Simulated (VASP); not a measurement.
Set up this calculation in VASP 6.6.1, as the native input.

```
Task                   : single point
Functional             : LDA
Potentials or basis    : VASP PAW LDA potentials, release 64 (Pd)
Cutoff                 : 520 eV
k mesh                 : 10 × 10 × 10
Occupations            : fermi-dirac, width 0.05 eV
Spin                   : no spin polarisation
Dipole correction      : no
Further INCAR settings : ALGO = Normal; EDIFF = 1e-06; NBANDS = 11
```

The structure of Pd lies in POSCAR:

```
Pd
1.0
    2.7144523821      0.0000000000      0.0000000000
    1.3572261910      2.3507847202      0.0000000000
    1.3572261910      0.7835949067      2.2163410891
Pd
1
Direct
    0.0000000000      0.0000000000      0.0000000000
```

One way to write it, as run:

INCAR

```
ALGO = Normal
EDIFF = 1E-6
ENCUT = 520
ISIF = 2
ISMEAR = -1
LASPH = T
LCHARG = T
LELF = T
LREAL = F
LVHAR = T
LWAVE = F
NBANDS = 11
NELM = 60
PREC = Accurate
SIGMA = 0.05
```

KPOINTS

```
k-points
0
Gamma
  10 10 10
```

Potentials or basis: VASP PAW LDA potentials, release 64 (Pd).

Run with:

```sh
$ cat potpaw_LDA.64/Pd/POTCAR > POTCAR
$ mpirun -np 1 vasp_std > vasp.out
```

It gave:

```
Pressure               : 0.3 GPa
Band gap on the k mesh : zero (band 5 reaches 10.67 eV, above the bottom of band 6 at 8.97 eV)
```

Run time: 4.1 s on 1 thread of AMD EPYC 9R45 96-Core Processor (Zen 5) (shared host), peak memory 0.09 GiB.
